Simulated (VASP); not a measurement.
# PbSe in VASP: notebook, part 2 of 2

VASP 6.6.1.

### 4 Single point, PBE

This run uses another cell than the first one, of 32.10 Å³/atom.

File INCAR:

```
PREC = Accurate ; ENCUT = 520
EDIFF = 1E-7 ; ISMEAR = 0
SIGMA = 0.1 ; LREAL = False
LASPH = True ; NELM = 100
ALGO = Normal ; ISIF = 2
LWAVE = False ; LCHARG = True
GGA = PE ; LELF = True
LVHAR = True ; NBANDS = 50
```

File KPOINTS:

```
Automatic mesh
0
Gamma
  4 2 2
```

File POSCAR:

```
PbSe
1.0
    2.1457506490     -3.7146756950     -0.0018925791
   -6.3628459231     -3.6745008959     -0.0339968904
   -0.0277373069     -0.0224549332     -8.1467167937
Pb Se
4 4
Direct
    1.0000086539      0.6649744713      0.7784443524
    0.4999419190      0.1650453122      0.7784225233
    0.5005679098      0.8372299039      0.2785058075
    1.0004660559      0.3373289700      0.2785157597
    0.0000924450      0.0005825671      0.4715999313
    0.4999646286      0.5005391284      0.4717552048
   -0.0005130271     -0.0028297686      0.9716462976
    0.4994714150      0.4971294158      0.9717141236
```

Started as:

```bash
cat potpaw_PBE.64/Pb_d/POTCAR potpaw_PBE.64/Se/POTCAR > POTCAR
mpirun -np 1 vasp_std > vasp.out
```

Run time: 90 s. Hardware: 1 thread of Intel Xeon 6975P-C (Granite Rapids), shared host; peak memory 0.38 GiB.

Results (log left out):

```yaml
Free_energy: -32.1071 eV
Pressure: 0.0 GPa
Largest_force: 0.008 eV/Å
Band_gap_on_the_k_mesh: 0.86 eV
```

Forces on the atoms (eV/Å):
```
Pb   0.000  0.000  0.005
Pb   0.002  0.000  0.005
Pb   0.000  0.001  0.008
Pb   0.001  0.001  0.007
Se  -0.001  0.000 -0.008
Se  -0.002 -0.001 -0.006
Se   0.001  0.000 -0.005
Se   0.000 -0.001 -0.005
```

Levels at points of the mesh, in eV from the valence-band top:
```csv
k point,band 36,band 37,band 38,band 39,band 40,band 41,band 42,band 43,band 44,band 45
"(0.00, 0.00, 0.00)",-0.88,-0.63,-0.60,-0.13,-0.07,0.86,1.79,1.93,2.82,3.02
"(0.50, 0.00, 0.00)",-1.60,-1.10,-1.10,-0.74,-0.73,1.75,1.75,3.05,3.05,3.47
"(0.00, 0.50, 0.00)",-1.07,-0.95,-0.95,-0.35,-0.35,1.82,1.82,3.03,3.03,3.13
"(0.50, 0.50, 0.00)",-1.18,-0.86,-0.86,-0.08,-0.08,0.87,0.88,2.01,2.01,2.92
"(0.00, 0.00, 0.50)",-0.86,-0.85,-0.84,-0.82,-0.80,2.20,2.27,2.99,2.99,3.68
"(0.50, 0.00, 0.50)",-2.34,-0.68,-0.68,-0.61,-0.61,2.20,2.20,2.22,2.22,3.61
"(0.00, 0.50, 0.50)",-1.35,-0.40,-0.40,-0.34,-0.34,2.16,2.17,2.18,2.18,3.98
"(0.50, 0.50, 0.50)",-1.67,-1.50,-1.50,-1.48,-1.48,2.27,2.28,2.30,2.31,4.08
```

Caveat: the k points lie up to 0.43 Å⁻¹ apart; spin-orbit coupling is left out, which moves the levels of the heavy elements. A k mesh can miss the band edges.

### 5 Relaxation of shape and atoms at fixed volume, PBE (29.38 Å³/atom)

File INCAR:

```
SYSTEM = PbSe
PREC = Accurate ; ENCUT = 600
EDIFF = 1E-7 ; ISMEAR = 0
SIGMA = 0.02 ; LREAL = .FALSE.
LASPH = .TRUE. ; NELM = 100
ALGO = Normal ; ISIF = 4
LWAVE = .FALSE. ; LCHARG = .FALSE.
GGA = PE ; IBRION = 2
NSW = 50 ; EDIFFG = -0.01
```

File KPOINTS:

```
Automatic mesh
0
G
  6 6 4
  0 0 0
```

File POSCAR:

```
PbSe
1.0
    4.1957967133      0.0000000000      0.0000000000
   -2.0978983567      3.6336665428      0.0000000000
    0.0000000000      0.0000000000      7.7078882077
Pb Se
2 2
Direct
    0.6666666667      0.3333333333      0.2321300617
    0.3333333333      0.6666666667      0.7321300617
    0.0000000000      0.0000000000      0.5177189383
    0.0000000000      0.0000000000      0.0177189383
```

Started as:

```bash
cat potpaw_PBE.64/Pb_d/POTCAR potpaw_PBE.64/Se/POTCAR > POTCAR
mpirun -np 1 vasp_std > vasp.out
```

Run time: 2.2 min. Hardware: 1 thread of Intel Xeon 6975P-C (Granite Rapids), shared host; peak memory 0.31 GiB.

Results (log left out):

* Free energy: -16.0479 eV
* Energy gained by relaxing: 1.9 meV/atom
* Ionic steps: 5
* Pressure after relaxing: 1.8 GPa
* Largest force after relaxing: 0.005 eV/Å
* Band gap on the k mesh: 0.26 eV (least direct gap 0.32 eV)

Forces in eV/Å, atoms in the order of the input:
```
Pb   0.000  0.000  0.005
Pb   0.000  0.000  0.005
Se   0.000  0.000 -0.005
Se   0.000  0.000 -0.005
```

The path:
| step | energy change (eV) | largest force (eV/Å) | pressure (GPa) | volume (Å³) |
| --- | --- | --- | --- | --- |
| 1 | 0.0000 | 0.1115 | 2.39 | 117.52 |
| 2 | -0.0023 | 0.0858 | 2.29 | 117.52 |
| 3 | -0.0048 | 0.0183 | 1.98 | 117.52 |
| 4 | -0.0064 | 0.0128 | 1.92 | 117.52 |
| 5 | -0.0077 | 0.0052 | 1.81 | 117.52 |

Final structure:
```yaml
crystal:
  lattice:
    - [4.20736, 0.00000, 0.00000]
    - [-2.10368, 3.64368, 0.00000]
    - [0.00000, 0.00000, 7.66556]
  atoms:
    - { symbol: Pb, position: [0.66667, 0.33333, 0.23736] }
    - { symbol: Pb, position: [0.33333, 0.66667, 0.73736] }
    - { symbol: Se, position: [0.00000, 0.00000, 0.51249] }
    - { symbol: Se, position: [0.00000, 0.00000, 0.01249] }
```

Levels at points of the mesh, in eV from the valence-band top:
```tsv
k point	band 16	band 17	band 18	band 19	band 20	band 21	band 22	band 23	band 24
(0.00, 0.00, 0.00)	-1.41	-1.41	-0.75	-0.75	0.00	1.38	2.54	2.54	4.53
(0.50, 0.00, 0.00)	-3.71	-2.56	-1.19	-0.71	-0.06	0.26	1.71	2.13	4.26
(0.00, 0.00, 0.50)	-1.13	-1.13	-1.13	-1.10	-1.10	3.20	3.20	3.46	3.46
(0.50, 0.00, 0.50)	-3.25	-2.02	-2.02	-1.98	-1.98	2.21	2.21	3.79	3.79
```

Caveat: spin-orbit coupling is left out, which moves the levels of the heavy elements. A k mesh can miss the band edges.

### 6 Summary

| task | cell | k mesh | cutoff (eV) | smearing | gap on the mesh (eV) | pressure (GPa) | largest force (eV/Å) |
| --- | --- | --- | --- | --- | --- | --- | --- |
| single point | a = 4.267, b = 7.391, c = 7.928 Å, 8 atoms, atomic positions A | 4 × 2 × 2 | 520 | gaussian 0.1 eV | 0.72 | 0.1 | 0.11 |
| relaxation of shape and atoms at fixed volume | relaxed from a = 4.158, b = 4.158, c = 7.600 Å, angles 90.0, 90.0, 120.0°, 4 atoms, atomic positions B | 6 × 6 × 4 | 600 | gaussian 0.02 eV | none | 3.0 | 0.01 |
| single point | a = 4.290, b = 7.348, c = 8.147 Å, angles 89.5, 89.9, 90.0°, 8 atoms, atomic positions C | 4 × 2 × 2 | 520 | gaussian 0.1 eV | 0.86 | 0.0 | 0.01 |
| relaxation of shape and atoms at fixed volume | relaxed from a = 4.196, b = 4.196, c = 7.708 Å, angles 90.0, 90.0, 120.0°, 4 atoms, atomic positions D | 6 × 6 × 4 | 600 | gaussian 0.02 eV | 0.26 | 1.8 | 0.01 |

Alike in all rows: level PBE; potentials or basis VASP PAW PBE potentials, release 64 (Pb_d, Se); no spin polarisation.

Caveats: some runs use coarse meshes; spin-orbit coupling is left out, which moves the levels of the heavy elements; semilocal functionals underestimate gaps, and a narrow one can read as zero (at least some runs).

Absolute energies hang on the potentials; compare differences alone.
